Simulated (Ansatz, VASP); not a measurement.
## One calculation of HfO2, two programs

```
Hf O
1.0
     3.48539    0.00000    0.00000
     0.00000    3.48539    0.00000
     0.00000    0.00000    5.06628
Hf O
2 4
Direct
  0.00000 0.00000 0.00000
  0.50000 0.50000 0.50000
  0.00000 0.50000 0.19721
  0.50000 0.00000 0.30279
  0.50000 0.00000 0.80279
  0.00000 0.50000 0.69721
```

Change from the starting cell: volume scaled by 0.94.

Alike in both runs: task single point; functional PBEsol; k mesh 8 × 8 × 5; occupations fermi-dirac, width 0.05 eV; no spin polarisation.

```csv
,VASP,Ansatz
version,VASP 6.6.1,Ansatz 0.2.0
potentials or method,"VASP PAW PBE potentials, release 64 (Hf_pv, O), cutoff 520 eV","all-electron LAPW, scalar-relativistic"
```

VASP gave:

* gap on the k mesh at the Fermi level (eV): 4.84
* least direct gap on the mesh (eV): 4.97
* pressure (GPa): 16.8
* traceless stress, the component that is largest in VASP (GPa): -2.09
* rms of the force components (eV/Å): 0.213

Question: Which values does Ansatz return?

Answer: gap on the k mesh at the Fermi level (eV): 4.86; least direct gap on the mesh (eV): 4.95; pressure (GPa): 20.5; traceless stress, the component that is largest in VASP (GPa): -2.05; rms of the force components (eV/Å): 0.219.

VASP's potentials were made for PBE, not for PBEsol. Atom by atom the forces differ by 0.006 eV/Å (rms over components). Ansatz ran all-electron here, and VASP with PAW potentials.

Spin-orbit coupling is off throughout.
